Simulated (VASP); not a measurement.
AlNi: single point with PBE

Crystal: AlNi.

```xyz
2
Lattice="2.8927 0.0000 0.0000 0.0000 2.8927 0.0000 0.0000 0.0000 2.8927" Properties=species:S:1:pos:R:3 pbc="T T T"
Al   -0.0800   -0.0600    0.0000
Ni    1.4831    1.4739    1.4464
```

This cell differs from its parent crystal: atoms displaced along several vibrational modes.

```yaml
Program: VASP 6.6.1
Task: single point
Functional: PBE
Potentials_or_basis: VASP PAW PBE potentials, release 64 (Al, Ni)
Cutoff: 520 eV
k_mesh: 16 × 16 × 16
Occupations: gaussian, width 0.15 eV
Spin: no spin polarisation
Dipole_correction: no
Further_INCAR_settings: ALGO = Fast; EDIFF = 1e-07; NBANDS = 14
```

The pressure is 1.4 GPa, the largest force is 0.860 eV/Å and the band gap on the k mesh is zero (an odd number of electrons rules out a gap without spin polarisation).

Forces on the atoms (eV/Å):
```
Al   0.683  0.522  0.000
Ni  -0.683 -0.522  0.000
```

Stress tensor (GPa, compression positive):
```
1.10 1.42 0.00
1.42 1.39 0.00
0.00 0.00 1.78
```

Levels at points of the mesh, in eV from the Fermi level:
```
           k point  band 4  band 5  band 6  band 7  band 8  band 9  band 10  band 11
(0.00, 0.00, 0.00)   -1.55   -1.52   -1.52    5.44    5.46    5.49     8.11     8.12
(0.50, 0.00, 0.00)   -2.22   -2.21   -1.45   -0.64    8.31    9.90     9.92    10.79
(0.00, 0.50, 0.00)   -2.23   -2.21   -1.45   -0.65    8.30    9.93     9.98    10.72
(0.00, 0.00, 0.50)   -2.23   -2.22   -1.44   -0.66    8.30   10.00    10.04    10.67
(0.50, 0.50, 0.00)   -2.73   -2.07   -2.04   -1.01    1.46    2.39    12.17    14.93
(0.00, 0.50, 0.50)   -2.83   -2.01   -2.00   -1.01    1.45    2.39    12.21    14.56
(0.50, 0.00, 0.50)   -2.78   -2.04   -2.02   -1.01    1.46    2.39    12.19    14.68
(0.50, 0.50, 0.50)   -0.98   -0.98    1.95    1.98    2.03    3.42     4.40     4.45
```

It took 4.6 min on 1 thread of Intel(R) Xeon(R) Platinum 8259CL CPU @ 2.50GHz (Skylake/Cascade Lake) (shared host), peak memory 0.49 GiB.

Caveat: the cell differs from its parent crystal (atoms displaced along several vibrational modes). Spin polarisation is off, so any magnetic state and its effect on volume and gap are missing.
